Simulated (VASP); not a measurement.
A run of VASP 6.6.1 is set up as follows.

File INCAR:

```
PREC = Accurate
ENCUT = 520
EDIFF = 1E-6
ISMEAR = 0
SIGMA = 0.05
LREAL = False
LASPH = True
NELM = 100
ALGO = Normal
ISIF = 2
LWAVE = False
LCHARG = False
GGA = PE
NBANDS = 26
```

Contents of KPOINTS:

```
regular mesh
0
Gamma
  12 12 4
```

File POSCAR:

```
C
1.0
    2.4971642856      0.0000000000      0.0000000000
   -1.2485821428      2.1626077088      0.0000000000
    0.0000000000      0.0000000000      8.2357629922
C
8
Direct
   -0.0137570027     -0.0275140053      0.0929732494
   -0.0137570027     -0.0275140053      0.5929732494
   -0.0137570027     -0.0275140053      0.4070267506
   -0.0137570027     -0.0275140053      0.9070267506
    0.3470903360      0.6941806720      0.1555299995
    0.6804236693      0.3608473387      0.6555299995
    0.3470903360      0.6941806720      0.3444700005
    0.6804236693      0.3608473387      0.8444700005
```

Potentials or basis: VASP PAW PBE potentials, release 64 (C).

Run with:

```console
$ cat potpaw_PBE.64/C/POTCAR > POTCAR
$ mpirun -np 1 vasp_std > vasp.out
```

Predict the band gap on the k mesh.

3.06 eV (least direct gap 3.45 eV).

Estimate the largest force.

4.628 eV/Å.

Forces on the atoms (eV/Å):
```
C    0.000  3.332 -0.468
C    0.000  4.590 -0.586
C    0.000  3.332  0.468
C    0.000  4.590  0.586
C    0.000 -3.339  0.510
C    0.000 -4.584  0.627
C    0.000 -3.339 -0.510
C    0.000 -4.584 -0.627
```

Caveat: the cell differs from its parent crystal (atoms displaced along a vibrational mode, the cell strained); forces of over 1 eV/Å act on the atoms, so gaps and moduli don't describe the material at rest. A k mesh can miss the band edges.
